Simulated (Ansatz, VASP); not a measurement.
## Two plane-wave programs on ZnCu

```xyz
2
Lattice="2.9027 0.0000 0.0000 0.0000 2.9027 0.0000 0.0000 0.0000 2.9027" Properties=species:S:1:pos:R:3 pbc="T T T"
Zn    1.4513    1.4513    1.4513
Cu    0.0000    0.0000    0.0000
```

Alike in both runs: task single point; functional PBE; k mesh 14 × 14 × 14; occupations gaussian, width 0.1 eV; no spin polarisation.

```csv
,VASP,Ansatz
version,VASP 6.6.1,Ansatz 0.2.0
potentials or method,"VASP PAW PBE potentials, release 64 (Zn, Cu), cutoff 520 eV","scalar-relativistic, plane waves, PAW"
valence electrons in the cell,23,31
```

|  | VASP | Ansatz | Ansatz less VASP |
| --- | --- | --- | --- |
| gap on the k mesh at the Fermi level (eV) | none | none | - |
| pressure (GPa) | 8.9 | 8.4 | -0.54 |

A gap of «none» marks a metal or a gap that the smearing closes. VASP's potentials hold 23 valence electrons a cell and Ansatz's 31, so a difference there can come from the potentials and not from the codes.
